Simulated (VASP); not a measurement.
Write the native input for VASP 6.6.1 that does the following.

```yaml
Task: relaxation of cell and atoms
Functional: revPBE
Dispersion: D3(BJ)
Potentials_or_basis: VASP PAW PBE potentials, release 64 (Ti_sv)
Cutoff: 600 eV
k_mesh: 11 × 11 × 11
Occupations: fermi-dirac, width 0.05 eV
Spin: no spin polarisation
Dipole_correction: no
Further_INCAR_settings: ALGO = Normal; EDIFF = 1e-06; IBRION = 2; EDIFFG = -0.01; NSW = 60; ISIF = 3
```

The structure of Ti lies in POSCAR:

```
Ti
1.0
    0.0000000000      2.0300000000      2.0300000000
    2.0300000000      0.0000000000      2.0300000000
    2.0300000000      2.0300000000      0.0000000000
Ti
1
Direct
    0.0000000000      0.0000000000      0.0000000000
```

These files were run (other wordings do the same):

INCAR

```
SYSTEM = Ti
PREC = Accurate
ENCUT = 600
EDIFF = 1E-6
ISMEAR = -1
SIGMA = 0.05
LREAL = .FALSE.
LASPH = .TRUE.
NELM = 100
ALGO = Normal
ISIF = 3
LWAVE = .FALSE.
LCHARG = .FALSE.
GGA = RE
IVDW = 12
IBRION = 2
NSW = 60
EDIFFG = -0.01
```

KPOINTS

```
Automatic mesh
0
G
  11 11 11
  0 0 0
```

Potentials or basis: VASP PAW PBE potentials, release 64 (Ti_sv).

Run with:

```sh
$ cat potpaw_PBE.64/Ti_sv/POTCAR > POTCAR
$ mpirun -np 1 vasp_std > vasp.out
```

Results of the run:

```json
{
 "Relaxed volume": "15.92 Å³/atom",
 "Relaxed cell": "a = 2.823 Å, b = 2.823 Å, c = 2.823 Å, α = 60.00°, β = 60.00°, γ = 60.00°",
 "Space group after relaxing (to 0.05 Å)": "Fm-3m (No. 225)",
 "Energy gained by relaxing": "14.3 meV/atom",
 "Ionic steps": "3",
 "Pressure after relaxing": "0.0 GPa",
 "Band gap on the k mesh": "zero (band 6 reaches 10.21 eV, above the bottom of band 7 at 8.97 eV)",
 "Dispersion energy per atom": "-1.227 eV"
}
```

Caveat: the PAW data sets were made with another functional, which shifts forces and pressure a little; pairwise dispersion overbinds metals, which lowers pressure and volume.

It took 49 s on 1 thread of AMD EPYC 7R43 64-Core Processor (Zen 3) (shared host), peak memory 0.13 GiB.
